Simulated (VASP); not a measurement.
# Al36N36F (a cell with a defect) in VASP: notebook

The runs below take Al36N36F (a cell with a defect) through single point, with r2SCAN.

Program: VASP 6.6.1. These are calculated values, not measurements. Logs are shortened: lines on timing, memory, paths and dates and some standing lists are left out, and cuts for length are marked.

## 1. The cell of the first run

The cell holds a defect, 73 atoms: a = 9.389 Å, b = 9.389 Å, c = 10.035 Å, α = 90.00°, β = 90.00°, γ = 120.00°.

## 2. Single point, r2SCAN

POSCAR

```
Al36N36F
1.0
    9.3892708692      0.0000000866      0.0000000000
   -4.6946355096      8.1313470524      0.0000000000
    0.0000000000      0.0000000000     10.0348065929
Al N F
36 36 1
Direct
    0.2216991689      0.1108199807      0.2503059205
    0.1108563764      0.2216284219      0.4989524952
    0.2215406844      0.1109345303      0.7524555768
    0.1100455080      0.2224418381      1.0002922295
    0.2200649383      0.4435133694      0.2487772613
    0.1108697032      0.5561333933      0.4989511397
    0.2205592087      0.4437307678      0.7485462687
    0.1100273075      0.5545317368      1.0002874371
    0.2216796222      0.7778015687      0.2503291406
    0.1142391104      0.8905512188      0.5030684915
    0.2215860762      0.7775179822      0.7524327854
    0.1091428394      0.8880446625      1.0018056505
    0.5547266206      0.1108712174      0.2503329379
    0.4418834403      0.2182423308      0.5030833319
    0.5549687108      0.1109101474      0.7524305947
    0.4444359280      0.2233434572      1.0017886985
    0.5579103961      0.4503955649      0.2508289467
    0.4442948510      0.5555654773      0.5010376670
    0.5544707252      0.4433083662      0.7488255366
    0.4413794248      0.5542502071      0.9966300912
    0.5579926594      0.7745639966      0.2507113694
    0.4419544949      0.8905391786      0.5029640980
    0.5544542012      0.7780497716      0.7487864679
    0.4443856154      0.8881010925      1.0018349492
    0.8890235198      0.1124422440      0.2487930597
    0.7763438137      0.2215769604      0.4989811556
    0.8887780179      0.1119154979      0.7485423544
    0.7779419544      0.2224333652      1.0002722426
    0.8889897450      0.4434991141      0.2488332191
    0.7769517355      0.5555038127      0.5011408456
    0.8888067593      0.4436843535      0.7486378772
    0.7782487318      0.5541999390      0.9967353244
    0.8821511813      0.7745861029      0.2508324325
    0.7769080507      0.8881245713      0.5010226191
    0.8891794267      0.7779868583      0.7488245436
    0.7782741644      0.8911057292      0.9966478333
    0.2217533924      0.1106389440      0.4412037429
    0.1105556518      0.2220726013      0.1906977242
    0.2212329122      0.1111662374      0.9424223500
    0.1110651784      0.2215019689      0.6894421539
    0.2212798774      0.4442597867      0.4403766741
    0.1105115778      0.5551209721      0.1907025400
    0.2188614445      0.4430716313      0.9373069716
    0.1110658077      0.5561557521      0.6894411072
    0.2217660422      0.7782757171      0.4411709273
    0.1093338112      0.8879457977      0.1916737826
    0.2211977323      0.7772966289      0.9424111470
    0.1130156358      0.8898068265      0.6935307265
    0.5541316092      0.1106848550      0.4411898993
    0.4447040326      0.2233434804      0.1916546961
    0.5550892301      0.1111888329      0.9424029148
    0.4427049930      0.2195116035      0.6935415418
    0.5498665920      0.4345244034      0.4485948709
    0.4314958257      0.5491408638      0.1818096139
    0.5545148026      0.4439892029      0.9386287019
    0.4432786815      0.5549264019      0.6915692403
    0.5499761580      0.7823473570      0.4483042225
    0.4445395002      0.8881040446      0.1917510505
    0.5545037127      0.7779702391      0.9385400721
    0.4427902404      0.8897745053      0.6934070152
    0.8881073294      0.1110233325      0.4403979862
    0.7774870442      0.2220314808      0.1906822261
    0.8893772771      0.1135275467      0.9373089760
    0.7764021163      0.2214707708      0.6894763696
    0.8881671209      0.4441602471      0.4403725455
    0.7833683971      0.5492623229      0.1820531743
    0.8892725842      0.4430801084      0.9374142885
    0.7776568338      0.5548399064      0.6916879063
    0.8979053307      0.7824285196      0.4485873562
    0.7835396262      0.9010989730      0.1818504285
    0.8884151620      0.7778533843      0.9386444103
    0.7776412593      0.8892555766      0.6915518285
    0.6660235310      0.6664934813      0.3143039787
```

INCAR.step1

```
SYSTEM = Al36N36F
PREC = Accurate
ENCUT = 580
ISMEAR = -1
SIGMA = 0.01
LREAL = Auto
LASPH = .TRUE.
NELM = 120
NELECT = 296.0
NBANDS = 190
GGA = PE
ALGO = Normal
EDIFF = 1E-5
LWAVE = .TRUE.
LCHARG = .FALSE.
GGA_COMPAT = .FALSE.
ISYM = -1
```

INCAR.step2

```
SYSTEM = Al36N36F
PREC = Accurate
ENCUT = 580
EDIFF = 1E-6
ISMEAR = -1
SIGMA = 0.01
LREAL = Auto
LASPH = .TRUE.
NELM = 120
ALGO = Normal
ISIF = 2
LWAVE = .FALSE.
LCHARG = .TRUE.
METAGGA = R2SCAN
LMIXTAU = .TRUE.
LELF = .TRUE.
LVHAR = .TRUE.
NELECT = 296.0
NBANDS = 190
ISTART = 1
GGA_COMPAT = .FALSE.
ISYM = -1
```

KPOINTS

```
explicit points
1
Reciprocal
  0.25000000   0.25000000   0.25000000 1
```

Potentials or basis: VASP PAW PBE potentials, release 64 (Al, N, F).

Command:

```bash
cat potpaw_PBE.64/Al/POTCAR potpaw_PBE.64/N/POTCAR potpaw_PBE.64/F/POTCAR > POTCAR
cp INCAR.step1 INCAR
mpirun -np 1 vasp_std > vasp.out
cp INCAR.step2 INCAR
mpirun -np 1 vasp_std > vasp.out
```

OUTCAR:

```text
SYSTEM = Al36N36F
   PREC = Accurate
   ENCUT = 580
   EDIFF = 1E-6
   ISMEAR = -1
   LREAL = Auto
   LASPH = .TRUE.
   NELM = 120
   ISIF = 2
   METAGGA = R2SCAN
   NELECT = 296.0
   ISTART = 1
   ISYM = -1

 ion  position               nearest neighbor table
   1  0.222  0.111  0.250-  38 1.90  46 1.91  50 1.91  37 1.92   2 3.08  16 3.08  12 3.08   4 3.10
                            14 3.10  10 3.11  13 3.13   9 3.13  25 3.13   5 3.13  33 3.17  17 3.17
   2  0.111  0.222  0.499-  37 1.90  41 1.90  61 1.90  40 1.91   1 3.08  27 3.09   7 3.09  25 3.09
                             5 3.09   3 3.12  14 3.12  10 3.12  18 3.13  34 3.13  26 3.14   6 3.14
   3  0.222  0.111  0.752-  48 1.89  52 1.89  40 1.91  39 1.91  14 3.08   4 3.08  10 3.08  16 3.09
                            12 3.09   2 3.12  19 3.12  35 3.12  27 3.13   7 3.13  11 3.13  15 3.13
   4  0.110  0.222  0.000-  39 1.90  43 1.90  63 1.90  38 1.91  25 3.07   5 3.07   3 3.08   1 3.10
                            27 3.10   7 3.10  36 3.11  20 3.11   8 3.12  28 3.12  16 3.14  12 3.14
   5  0.220  0.444  0.249-  54 1.85  42 1.89  38 1.89  41 1.92   8 3.07   4 3.07   6 3.09   2 3.09
                            20 3.10  25 3.11  29 3.11  18 3.12   9 3.13   1 3.13  17 3.14  21 3.14
   6  0.111  0.556  0.499-  45 1.90  41 1.90  65 1.90  44 1.91   9 3.08   7 3.09  31 3.09  29 3.09
                             5 3.09  11 3.12  10 3.12  22 3.12  30 3.13  18 3.13   2 3.14  26 3.14
   7  0.221  0.444  0.749-  43 1.89  56 1.90  44 1.90  40 1.90  20 3.07  18 3.08   6 3.09   2 3.09
                             4 3.10   8 3.10  31 3.11  27 3.12  11 3.13   3 3.13  23 3.14  19 3.14
   8  0.110  0.555  0.000-  43 1.90  47 1.90  67 1.90  42 1.91   5 3.07  29 3.07  11 3.08   9 3.10
                            31 3.10   7 3.10  20 3.11  32 3.11  28 3.12   4 3.12  12 3.14  24 3.14
   9  0.222  0.778  0.250-  46 1.90  58 1.91  42 1.91  45 1.92   6 3.08  24 3.08  12 3.08   8 3.10
[... 89 lines left out ...]
  71  0.888  0.778  0.939-  12 1.90  35 1.90  36 1.91  32 1.91
  72  0.778  0.889  0.692-  27 1.90  35 1.90  23 1.90  34 1.91
  73  0.666  0.666  0.314-  17 1.87  33 1.87  21 1.87  34 2.60  18 2.60  30 2.60

IMPORTANT INFORMATION: All symmetrisations will be switched off!
NOSYMM: (Re-)initialisation of all symmetry stuff for point group C_1.

----------------------------------------------------------------------------------------

                                     Primitive cell

  volume of cell :     766.1316

  direct lattice vectors                    reciprocal lattice vectors
     9.389270869  0.000000087  0.000000000     0.106504542  0.061490427  0.000000000
    -4.694635510  8.131347052  0.000000000    -0.000000001  0.122980853  0.000000000
     0.000000000  0.000000000 10.034806593     0.000000000  0.000000000  0.099653141

  length of vectors
     9.389270869  9.389270869 10.034806593     0.122980853  0.122980853  0.099653141

  position of ions in fractional coordinates (direct lattice)
     0.221699169  0.110819981  0.250305920
     0.110856376  0.221628422  0.498952495
[... 193 lines left out ...]
   EFERMI_NEDOS =   21; number of points for ismear=-14 and -15
   IALGO  =     38    algorithm
   IMIX   =      4    mixing-type and parameters
     AMIX     =   0.40;   BMIX     =  1.00
     AMIX_MAG =   1.60;   BMIX_MAG =  1.00
  volume/ion in A,a.u.               =      10.49        70.82
  Fermi-wavevector in a.u.,A,eV,Ry     =   1.192351  2.253217 19.343429  1.421702
  Thomas-Fermi vector in A             =   2.328392
   LORBIT       =      0    0 simple, 1 ext, 2 COOP (PROOUT), +10 PAW based schemes
   METAGGA = R2SCAN    functional components
   LHFCALC =     F    Hartree Fock is set to
   AEXX    =    0.0000 exact exchange contribution
   IVDW    =     0    specifies the selected vdW correction
   LEPSILON=     F    determine dielectric tensor
   LRPA    =     F    only Hartree local field effects (RPA)
 non-spin polarized calculation
  energy-cutoff  :      580.00
  volume of cell :      766.13
 maximum number of plane-waves:     24286
 NGX is ok and might be reduce to    80
   NGX = 37   NGY = 37   NGZ = 39

 number of electron     295.9999997 magnetization

 Free energy of the ion-electron system (eV)
  ---------------------------------------------------
  ext. energy  EPLUGINS =         0.00000000
  ---------------------------------------------------
  free energy    TOTEN  =      -688.98900260 eV

  energy without entropy =     -688.98900260  energy(sigma->0) =     -688.98900260

 E-fermi :   6.0697     XC(G=0): -11.3918

 val. band max:        5.7215385234   @ k =   0.2500   0.2500   0.2500
 cond. band min:      11.6345577008   @ k =   0.2500   0.2500   0.2500
 fundamental gap:      5.9130191774
 Fermi energy:         6.0697057025

 k-point     1 :       0.2500    0.2500    0.2500
  band No.  band energies     occupation
      1     -19.7213      2.00000
      2      -9.7979      2.00000
      3      -9.5161      2.00000
      4      -9.4445      2.00000
      5      -9.3265      2.00000
      6      -9.0978      2.00000
[... 152 lines left out ...]
    159      12.4596      0.00000
    160      12.5065      0.00000
 [bands above 160 left out]

------------------------ aborting loop because EDIFF is reached ----------------------------------------

  FORCE on cell =-STRESS in cart. coord.  units (eV):
  Direction    XX          YY          ZZ          XY          YZ          ZX
  --------------------------------------------------------------------------------------
  -------------------------------------------------------------------------------------
  Total       -3.7385286     -7.4414233      2.4266268     -3.4577340     -0.0415870      0.0484842
  in kB       -7.8182205    -15.5619214      5.0746979     -7.2310070     -0.0869690      0.1013929
  external PRESSURE =      -6.1018147 kB  Pullay stress =       0.0000000 kB

 VOLUME and BASIS-vectors are now :
 -----------------------------------------------------------------------------
  energy-cutoff  :      580.00
  volume of cell :      766.13
      direct lattice vectors                 reciprocal lattice vectors
     9.389270869  0.000000087  0.000000000     0.106504542  0.061490427  0.000000000
    -4.694635510  8.131347052  0.000000000    -0.000000001  0.122980853  0.000000000
     0.000000000  0.000000000 10.034806593     0.000000000  0.000000000  0.099653141

 POSITION                                       TOTAL-FORCE (eV/Angst)
 -----------------------------------------------------------------------------------
      1.56133      0.90112      2.51177        -0.010574      0.015633      0.007033
      0.00040      1.80214      5.00689         0.006787     -0.009308      0.000022
      1.55931      0.90205      7.55075         0.004615      0.000849      0.013573
     -0.01104      1.80875      0.00293         0.005867     -0.003619     -0.003332
     -0.01588      3.60636      2.49643         0.016995      0.023229     -0.031092
     -1.56986      4.52211      5.00688         0.005903     -0.007739     -0.001518
[... 65 lines left out ...]
      3.12675      7.23085      6.93959         0.008126     -0.009994     -0.014467
      3.12453      5.41949      3.15398         0.000833     -0.001218     -0.228503
 -----------------------------------------------------------------------------------
    total drift:                               -0.000879     -0.006932      0.004548

  FREE ENERGIE OF THE ION-ELECTRON SYSTEM (eV)
  ---------------------------------------------------
  free  energy   TOTEN  =      -688.9890026010 eV

  energy  without entropy=     -688.9890026010  energy(sigma->0) =     -688.98900260
```

It took 20 min on 1 thread of Intel Xeon 6975P-C (Granite Rapids), shared host; peak memory 1.2 GiB.

Results:

```
Free energy   : -688.9890 eV
Largest force : 0.249 eV/Å
```

Forces in eV/Å, atoms in the order of the input:
```
Al  -0.011  0.016  0.007
Al   0.007 -0.009  0.000
Al   0.005  0.001  0.014
Al   0.006 -0.004 -0.003
Al   0.017  0.023 -0.031
Al   0.006 -0.008 -0.002
Al   0.000  0.012  0.019
Al   0.003 -0.009 -0.001
Al  -0.005 -0.004  0.006
Al  -0.028 -0.025 -0.001
Al  -0.007  0.018  0.014
Al   0.003 -0.009  0.011
Al   0.002  0.016  0.005
Al   0.006  0.030 -0.001
Al  -0.016  0.000  0.016
Al   0.008 -0.003  0.013
Al  -0.004  0.231  0.093
Al   0.004 -0.016  0.011
Al  -0.007  0.009  0.018
Al  -0.007 -0.013  0.042
Al   0.185 -0.105  0.091
Al   0.041 -0.027  0.001
Al  -0.003  0.006  0.021
Al   0.006 -0.007  0.011
Al  -0.006 -0.016 -0.028
Al   0.005 -0.010 -0.001
Al  -0.009  0.001  0.022
Al   0.005 -0.004 -0.003
Al  -0.027  0.020 -0.030
Al   0.009 -0.015  0.012
Al  -0.015  0.012  0.018
Al   0.017 -0.016  0.043
Al  -0.197 -0.107  0.093
Al   0.009 -0.006  0.013
Al  -0.010  0.004  0.020
Al   0.005  0.005  0.044
N    0.002  0.004  0.014
N   -0.005 -0.006 -0.011
N   -0.012  0.014 -0.016
N    0.001 -0.007 -0.009
N   -0.011  0.009 -0.012
N    0.007 -0.024 -0.011
N   -0.001  0.013 -0.010
N    0.009 -0.019 -0.008
N   -0.009  0.022  0.013
N    0.029 -0.001 -0.020
N   -0.006  0.010 -0.014
N    0.011 -0.010 -0.007
N   -0.018  0.005  0.013
N    0.005 -0.041 -0.016
N   -0.006  0.013 -0.014
N    0.011 -0.010 -0.009
N   -0.010  0.039  0.006
N   -0.002 -0.019 -0.006
N   -0.006  0.005 -0.023
N    0.007 -0.012 -0.016
N    0.008  0.009  0.014
N   -0.003 -0.006 -0.024
N   -0.011  0.011 -0.023
N    0.004 -0.009 -0.004
N   -0.007  0.024 -0.014
N    0.016 -0.003 -0.010
N   -0.011  0.004 -0.010
N    0.018 -0.008 -0.011
N   -0.003  0.011 -0.011
N    0.019 -0.020 -0.009
N   -0.011  0.015 -0.012
N    0.013 -0.011 -0.016
N   -0.039  0.006  0.008
N    0.008 -0.001 -0.013
N   -0.001  0.015 -0.025
N    0.008 -0.010 -0.014
F    0.001 -0.001 -0.229
```

Caveat: the cell carries a net charge on a neutralising background, which shifts energy and pressure; the cell is charged against a uniform background, so pressure and absolute levels hang on convention; the PAW data sets were made with another functional, which shifts forces and pressure a little.

[end of part 1 of 2]
